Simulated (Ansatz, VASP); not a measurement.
Two plane-wave programs on Si2C

```
Si C
1.0
     3.23808    0.00000    0.00000
    -1.61904    2.80426    0.00000
     0.00000    0.00000    8.62521
Si C
4 2
Cartesian
  0.0000 0.0000 3.1217
  0.0000 1.8695 0.6207
  0.0000 0.0000 5.5035
  1.6190 0.9348 8.0045
  1.6190 0.9348 6.1004
  0.0000 1.8695 2.5248
```

Alike in both runs: functional PBE; k mesh 12 × 12 × 6; occupations gaussian, width 0.1 eV; no spin polarisation.

Ansatz relaxed the structure, and its values are those at the end. VASP's run is a single point on that final structure, the one shown.

|  | VASP | Ansatz |
| --- | --- | --- |
| version | VASP 6.6.1 | Ansatz 0.2.0 |
| potentials or method | VASP PAW PBE potentials, release 64 (Si, C), cutoff 520 eV | scalar-relativistic, plane waves, PAW |
| valence electrons in the cell | 24 | 24 |

Ansatz gave:

```
gap on the k mesh at the Fermi level (eV) : none
pressure (GPa)                            : 0.0
rms of the force components (eV/Å)        : 0.001
```

Question: What did VASP give for the same quantities?

Answer: gap on the k mesh at the Fermi level (eV): none; pressure (GPa): -0.1; rms of the force components (eV/Å): 0.005.

A gap of «none» marks a metal or a gap that the smearing closes.
